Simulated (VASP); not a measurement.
# Sb2I3 (P-3m1) in VASP: single point with PBE

Aim: the single point of Sb2I3 with PBE.

Program: VASP 6.6.1. These are calculated values, not measurements. Logs are shortened: lines on timing, memory, paths and dates and some standing lists are left out, and cuts for length are marked.

## (1) The cell of the first run

It takes space group P-3m1 (No. 164, trigonal). Conventional cell: a = 5.021 Å, b = 5.021 Å, c = 9.580 Å, α = 90.00°, β = 90.00°, γ = 120.00°. Within 4.2 Å of Sb (site symmetry 3m) lie 6 I at 3.22 to 3.26 Å and 3 Sb at 4.15 Å. I (site symmetry -3m) has 6 Sb at 3.26 Å and 6 I at 4.08 Å within 4.3 Å. I (site symmetry 3m) has 3 Sb at 3.22 Å and 3 I at 4.08 Å within 4.2 Å.

## (2) Single point, PBE

File INCAR:

```
SYSTEM = Sb2I3
PREC = Accurate ; ENCUT = 520
EDIFF = 1E-6 ; ISMEAR = 0
SIGMA = 0.1 ; LREAL = .FALSE.
LASPH = .TRUE. ; NELM = 80
ALGO = Normal ; ISIF = 2
LWAVE = .FALSE. ; LCHARG = .TRUE.
GGA = PE ; LELF = .TRUE.
LVHAR = .TRUE. ; NBANDS = 24
```

File KPOINTS:

```
regular mesh
0
G
  12 12 4
  0 0 0
```

File POSCAR:

```
Sb2I3
1.0
    5.0207145296      0.0000000000      0.0000000000
   -2.5103572648      4.3480663278      0.0000000000
    0.0000000000      0.0000000000      9.5804537348
Sb I
2 3
Direct
    0.3333333333      0.6666666667      0.1549511525
    0.6666666667      0.3333333333      0.8450488475
    0.0000000000      0.0000000000      0.0000000000
    0.3333333333      0.6666666667      0.6998425402
    0.6666666667      0.3333333333      0.3001574598
```

Potentials or basis: VASP PAW PBE potentials, release 64 (Sb, I).

Started as:

```bash
$ cat potpaw_PBE.64/Sb/POTCAR potpaw_PBE.64/I/POTCAR > POTCAR
$ mpirun -np 1 vasp_std > vasp.out
```

OUTCAR:

```text
SYSTEM = Sb2I3
   PREC = Accurate
   ENCUT = 520
   EDIFF = 1E-6
   ISMEAR = 0
   LREAL = .FALSE.
   LASPH = .TRUE.
   NELM = 80
   ISIF = 2
   GGA = PE

 ion  position               nearest neighbor table
   1  0.333  0.667  0.155-   5 3.22   5 3.22   5 3.22   3 3.26   3 3.26   3 3.26
   2  0.667  0.333  0.845-   4 3.22   4 3.22   4 3.22   3 3.26   3 3.26   3 3.26
   3  0.000  0.000  0.000-   1 3.26   2 3.26   2 3.26   1 3.26   2 3.26   1 3.26
   4  0.333  0.667  0.700-   2 3.22   2 3.22   2 3.22
   5  0.667  0.333  0.300-   1 3.22   1 3.22   1 3.22

  LATTYP: Found a hexagonal cell.
 ALAT       =     5.0207145296
 C/A-ratio  =     1.9081853147

  Lattice vectors:

 A1 = (   5.0207145296,   0.0000000000,   0.0000000000)
 A2 = (  -2.5103572648,   4.3480663278,   0.0000000000)
 A3 = (   0.0000000000,   0.0000000000,   9.5804537348)

Analysis of symmetry for initial positions (statically):
=====================================================================
 Subroutine PRICEL returns:
 Original cell was already a primitive cell.

 Routine SETGRP: Setting up the symmetry group for a
 hexagonal supercell.

 Subroutine GETGRP returns: Found 12 space group operations
 (whereof 12 operations were pure point group operations)
 out of a pool of 24 trial point group operations.

The static configuration has the point symmetry D_3d.

Analysis of symmetry for dynamics (positions and initial velocities):
=====================================================================
 Subroutine PRICEL returns:
 Original cell was already a primitive cell.

 Routine SETGRP: Setting up the symmetry group for a
 hexagonal supercell.

 Subroutine GETGRP returns: Found 12 space group operations
 (whereof 12 operations were pure point group operations)
 out of a pool of 24 trial point group operations.

The dynamic configuration has the point symmetry D_3d.

 Subroutine INISYM returns: Found 12 space group operations
 (whereof 12 operations are pure point group operations),
 and found     1 'primitive' translations

----------------------------------------------------------------------------------------

                                     Primitive cell

  volume of cell :     209.1451

  direct lattice vectors                    reciprocal lattice vectors
[... 86 lines left out ...]
   ICHARG =      2    charge: 1-file 2-atom 10-const
   ISPIN  =      1    spin polarized calculation?
   LNONCOLLINEAR =      F non collinear calculations
   LSORBIT =      F    spin-orbit coupling
   LASPH  =      T    aspherical Exc in radial PAW
   ENCUT  =  520.0 eV  38.22 Ry    6.18 a.u.   9.34  9.34 17.81*2*pi/ulx,y,z
   NELM   =     80;   NELMIN=  2; NELMDL= -5     # of ELM steps
   EDIFF  = 0.1E-05   stopping-criterion for ELM
   LREAL  =      F    real-space projection
   EDIFFG = 0.1E-04   stopping-criterion for IOM
   NSW    =      0    number of steps for IOM
   IBRION =     -1    ionic relax: 0-MD 1-quasi-New 2-CG
   NFREE  =      0    steps in history (QN), initial steepest desc. (CG)
   ISIF   =      2    stress and relaxation
   ISYM   =      2    0-nonsym 1-usesym 2-fastsym
   POTIM  = 0.5000    time-step for ionic-motion
   TEBEG  =    0.0;   TEEND  =   0.0 temperature during run
   PSTRESS=    0.0 pullay stress
   NELECT =      31.0000    total number of electrons
   NUPDOWN=      -1.0000    fix difference up-down
   EMIN   =  10.00;   EMAX   =-10.00  energy-range for DOS
   EFERMI =   0.00;   METHOD = LEGACY
   ISMEAR =     0;   SIGMA  =   0.10  broadening in eV -4-tet -1-fermi 0-gaus
   EFERMI_NEDOS =   21; number of points for ismear=-14 and -15
   IALGO  =     38    algorithm
   IMIX   =      4    mixing-type and parameters
     AMIX     =   0.40;   BMIX     =  1.00
     AMIX_MAG =   1.60;   BMIX_MAG =  1.00
  volume/ion in A,a.u.               =      41.83       282.28
  Fermi-wavevector in a.u.,A,eV,Ry     =   0.866389  1.637237 10.212934  0.750629
  Thomas-Fermi vector in A             =   1.984771
   LORBIT       =      0    0 simple, 1 ext, 2 COOP (PROOUT), +10 PAW based schemes
   GGA     = PE    functional components
   LHFCALC =     F    Hartree Fock is set to
   AEXX    =    0.0000 exact exchange contribution
   IVDW    =     0    specifies the selected vdW correction
   LEPSILON=     F    determine dielectric tensor
   LRPA    =     F    only Hartree local field effects (RPA)
 non-spin polarized calculation
 Gauss-broadening in eV      SIGMA  =   0.10
  energy-cutoff  :      520.00
  volume of cell :      209.15
 maximum number of plane-waves:      5672
 NGX is ok and might be reduce to    40
   NGX = 19   NGY = 19   NGZ = 35

 number of electron      31.0000000 magnetization

 Free energy of the ion-electron system (eV)
  ---------------------------------------------------
  ext. energy  EPLUGINS =         0.00000000
  ---------------------------------------------------
  free energy    TOTEN  =       -12.14628817 eV

  energy without entropy =      -12.13042753  energy(sigma->0) =      -12.13835785

 E-fermi :   4.1852     XC(G=0):  -7.9540

 val. band max:        4.1633587364   @ k =   0.0000   0.0000   0.0000
 cond. band min:       4.1981477723   @ k =   0.4167   0.1667   0.2500
 fundamental gap:      0.0347890359
 Fermi energy:         4.1852342374

 k-point     1 :       0.0000    0.0000    0.0000
  band No.  band energies     occupation
      1     -10.2914      2.00000
      2      -9.1948      2.00000
      3      -8.9915      2.00000
      4      -4.6992      2.00000
      5      -4.3286      2.00000
      6      -0.0951      2.00000
[... 637 lines left out ...]
     23       8.8922      0.00000
     24       9.1003      0.00000

 [... further k-points ...]
[... 5 lines left out ...]
  --------------------------------------------------------------------------------------
  -------------------------------------------------------------------------------------
  Total       -0.1033032     -0.1033032     -0.0691027      0.0000000      0.0000000      0.0000000
  in kB       -0.7913643     -0.7913643     -0.5293683      0.0000000      0.0000000      0.0000000
  external PRESSURE =      -0.7040323 kB  Pullay stress =       0.0000000 kB

 VOLUME and BASIS-vectors are now :
 -----------------------------------------------------------------------------
  energy-cutoff  :      520.00
  volume of cell :      209.15
      direct lattice vectors                 reciprocal lattice vectors
     5.020714530  0.000000000  0.000000000     0.199174837  0.114993646  0.000000000
    -2.510357265  4.348066328  0.000000000     0.000000000  0.229987292  0.000000000
     0.000000000  0.000000000  9.580453735     0.000000000  0.000000000  0.104379190

 POSITION                                       TOTAL-FORCE (eV/Angst)
 -----------------------------------------------------------------------------------
     -0.00000      2.89871      1.48450         0.000000     -0.000000      0.004846
      2.51036      1.44936      8.09595        -0.000000      0.000000     -0.004846
      0.00000      0.00000      0.00000         0.000000      0.000000      0.000000
     -0.00000      2.89871      6.70481        -0.000000      0.000000      0.015124
      2.51036      1.44936      2.87564         0.000000     -0.000000     -0.015124
 -----------------------------------------------------------------------------------
    total drift:                                0.000000     -0.000000      0.000000

  FREE ENERGIE OF THE ION-ELECTRON SYSTEM (eV)
  ---------------------------------------------------
  free  energy   TOTEN  =       -12.1462881738 eV

  energy  without entropy=      -12.1304275267  energy(sigma->0) =      -12.13835785
```

OSZICAR:

```text
N       E                     dE             d eps       ncg     rms          rms(c)
DAV:   1     0.162290974781E+03    0.16229E+03   -0.10322E+04  3312   0.987E+02
DAV:   2     0.252464951219E+01   -0.15977E+03   -0.15145E+03  4424   0.159E+02
DAV:   3    -0.119160890625E+02   -0.14441E+02   -0.14203E+02  4200   0.527E+01
DAV:   4    -0.122618485163E+02   -0.34576E+00   -0.34551E+00  4376   0.953E+00
DAV:   5    -0.122657706417E+02   -0.39221E-02   -0.39219E-02  4312   0.118E+00    0.915E+00
DAV:   6    -0.121414090359E+02    0.12436E+00   -0.18593E-01  3848   0.232E+00    0.555E+00
DAV:   7    -0.121506690337E+02   -0.92600E-02   -0.17583E-01  4136   0.164E+00    0.829E-01
DAV:   8    -0.121459574172E+02    0.47116E-02   -0.23211E-02  3728   0.768E-01    0.528E-01
DAV:   9    -0.121462772548E+02   -0.31984E-03   -0.34513E-03  3784   0.291E-01    0.120E-01
DAV:  10    -0.121462724123E+02    0.48424E-05   -0.29412E-04  4136   0.894E-02    0.497E-02
DAV:  11    -0.121462888844E+02   -0.16472E-04   -0.74382E-05  4136   0.416E-02    0.358E-02
DAV:  12    -0.121462881738E+02    0.71061E-06   -0.40164E-06  4048   0.110E-02
   1 F= -.12146288E+02 E0= -.12138358E+02  d E =-.158606E-01
```

stdout:

```text
POSCAR found type information on POSCAR SbI
 POSCAR found :  2 types and       5 ions
 scaLAPACK will be used
 LDA part: xc-table for (Slater+PW92), standard interpolation
 POSCAR, INCAR and KPOINTS ok, starting setup
 FFT: planning ... GRIDC
 FFT: planning ... GRID_SOFT
 FFT: planning ... GRID
 WAVECAR not read
 entering main loop
```

Wall time 8.6 min (1 thread of AMD EPYC 7R13, shared host); peak memory 0.49 GiB.

Results:

```
Free energy   : -12.1463 eV
Pressure      : -0.1 GPa
Largest force : 0.015 eV/Å
```

Forces in eV/Å, atoms in the order of the input:
```
Sb   0.000  0.000  0.005
Sb   0.000  0.000 -0.005
I    0.000  0.000  0.000
I    0.000  0.000  0.015
I    0.000  0.000 -0.015
```

Levels at points of the mesh, in eV from the Fermi level:
```tsv
k point	band 13	band 14	band 15	band 16	band 17	band 18
(0.00, 0.00, 0.00)	-2.92	-2.22	-1.60	-0.88	-0.88	-0.02
(0.50, 0.00, 0.00)	-2.68	-2.13	-0.40	0.58	0.79	1.33
(0.00, 0.00, 0.50)	-2.61	-2.25	-1.67	-0.88	-0.88	-0.10
(0.50, 0.00, 0.50)	-2.81	-2.00	-0.56	0.47	0.79	1.30
```

Caveat: spin-orbit coupling is left out, which moves the levels of the heavy elements; this functional lacks dispersion, which binds the layers, so the pressure and a relaxed spacing across them are unreliable; an odd number of electrons without spin polarisation forces a metal; a magnetic or distorted state may lie lower.
